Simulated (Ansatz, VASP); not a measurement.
## C: VASP beside Ansatz

The input POSCAR:

```
C
1.0
    2.5725856773      0.0000000000      0.0000000000
   -1.2862928387      2.2279245500      0.0000000000
    0.0000000000      0.0000000000      8.4873327404
C
8
Direct
    0.0000000000      0.0000000000      0.0929334757
    0.0000000000      0.0000000000      0.5929334757
    0.0000000000      0.0000000000      0.4070665243
    0.0000000000      0.0000000000      0.9070665243
    0.3333333333      0.6666666667      0.1554962089
    0.6666666667      0.3333333333      0.6554962089
    0.3333333333      0.6666666667      0.3445037911
    0.6666666667      0.3333333333      0.8445037911
```

File INCAR.step1:

```
PREC = Accurate ; ENCUT = 520
ISMEAR = 0 ; SIGMA = 0.05
LREAL = False ; LASPH = True
NELM = 80 ; NBANDS = 26
GGA = PE ; ALGO = Normal
EDIFF = 1E-4 ; LWAVE = True
LCHARG = False
```

File INCAR.step2:

```
PREC = Accurate ; ENCUT = 520
EDIFF = 1E-6 ; ISMEAR = 0
SIGMA = 0.05 ; LREAL = False
LASPH = True ; NELM = 80
ALGO = Normal ; ISIF = 2
LWAVE = False ; LCHARG = False
METAGGA = R2SCAN ; LMIXTAU = True
NBANDS = 26 ; ISTART = 1
```

KPOINTS

```
Automatic mesh
0
Gamma
  12 12 4
```

Input for Ansatz:

```yaml
crystal:
  lattice:
    - [2.5725856773, 0.0, 0.0]
    - [-1.2862928387, 2.22792455, 0.0]
    - [0.0, 0.0, 8.4873327404]
  atoms:
    - { symbol: C, position: [0.0, 0.0, 0.0929334757] }
    - { symbol: C, position: [0.0, 0.0, 0.5929334757] }
    - { symbol: C, position: [0.0, 0.0, 0.4070665243] }
    - { symbol: C, position: [0.0, 0.0, 0.9070665243] }
    - { symbol: C, position: [0.3333333333, 0.6666666667, 0.1554962089] }
    - { symbol: C, position: [0.6666666667, 0.3333333333, 0.6554962089] }
    - { symbol: C, position: [0.3333333333, 0.6666666667, 0.3445037911] }
    - { symbol: C, position: [0.6666666667, 0.3333333333, 0.8445037911] }
basis:
  ecutwfc: 500
kpoints:
  mp_grid: { grid: [12, 12, 4] }
hamiltonian:
  xc: r2scan
scf:
  occupations: { method: gaussian, width: 0.05 }
output:
  forces: true
  stress: true
  eigenvalues: true
```

Change from the starting cell: strain +0.025 along x and y, +0.025 along z, atoms carried along.

Alike in both runs: task single point; functional r2SCAN; k mesh 12 × 12 × 4; occupations gaussian, width 0.05 eV; no spin polarisation.

|  | VASP | Ansatz |
| --- | --- | --- |
| version | VASP 6.6.1 | Ansatz 0.2.0 |
| potentials or method | VASP PAW PBE potentials, release 64 (C), cutoff 520 eV | scalar-relativistic, plane waves, PAW |
| valence electrons in the cell | 32 | 32 |

```tsv
	VASP	Ansatz	Ansatz less VASP
gap on the k mesh at the Fermi level (eV)	4.58	4.60	+0.020
least direct gap on the mesh (eV)	5.38	5.42	+0.039
pressure (GPa)	-28.3	-29.2	-0.83
traceless stress, the component that is largest in VASP (GPa)	-0.12	-0.10	+0.015
rms of the force components (eV/Å)	0.025	0.027	+0.0026
```

VASP's potentials were made for PBE, not for r2SCAN. Atom by atom the forces differ by 0.003 eV/Å (rms over components). Both programs put the cell under strong tension, so it lies far from rest at this level.
